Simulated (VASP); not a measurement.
A run of VASP 6.6.1:

Contents of INCAR:

```
ALGO = Normal
EDIFF = 1E-8
ENCUT = 520
GGA = CA
IBRION = 8
ISIF = 2
ISMEAR = 0
LASPH = T
LCHARG = F
LEPSILON = T
LREAL = F
LWAVE = F
NBANDS = 16
NELM = 100
NSW = 1
PREC = Accurate
SIGMA = 0.01
```

The input KPOINTS:

```
k-points
0
Gamma
  10 10 10
```

The input POSCAR:

```
GaN
1.0
    0.0000000000      2.2275000000      2.2275000000
    2.2275000000      0.0000000000      2.2275000000
    2.2275000000      2.2275000000      0.0000000000
Ga N
1 1
Direct
    0.0000000000      0.0000000000      0.0000000000
    0.2500000000      0.2500000000      0.2500000000
```

Potentials or basis: VASP PAW LDA potentials, release 64 (Ga_d, N).

Launch:

```sh
$ cat potpaw_LDA.64/Ga_d/POTCAR potpaw_LDA.64/N/POTCAR > POTCAR
$ mpirun -np 1 vasp_std > vasp.out
```

Hardware: 1 thread of Intel Xeon 8259CL, on a shared host.

Question: Estimate the wall time of this run.

Answer: It took 6.3 min on 1 thread of Intel Xeon 8259CL, on a shared host, peak memory 0.26 GiB. Counts: scf iterations 144, k points 47.
